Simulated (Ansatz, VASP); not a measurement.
## Two plane-wave programs on AlAs

```
Al As
1.0
     0.00000    2.83892    2.83892
     2.83892    0.00000    2.83892
     2.83892    2.83892    0.00000
Al As
1 1
Direct
  0.00000 0.00000 0.00000
  0.25000 0.25000 0.25000
```

Alike in both runs: task single point; functional LDA; k mesh 4 × 4 × 4; no spin polarisation.

```csv
,VASP,Ansatz
version,VASP 6.6.1,Ansatz 0.2.0
potentials or method,"VASP PAW LDA potentials, release 64 (Al, As)","plane waves, PAW"
plane-wave cutoff (eV),500,420
occupations,"gaussian, width 0.01 eV",fixed
valence electrons in the cell,8,18
```

|  | VASP | Ansatz | Ansatz less VASP |
| --- | --- | --- | --- |
| gap on the k mesh at the Fermi level (eV) | 1.32 | 1.33 | +0.013 |

LDA's correlation is that of Perdew and Zunger in VASP and of Perdew and Wang (1992) in Ansatz. VASP's potentials hold 8 valence electrons a cell and Ansatz's 18, so a difference there can come from the potentials and not from the codes.

The k mesh is coarse, so the values compare programs but aren't converged.
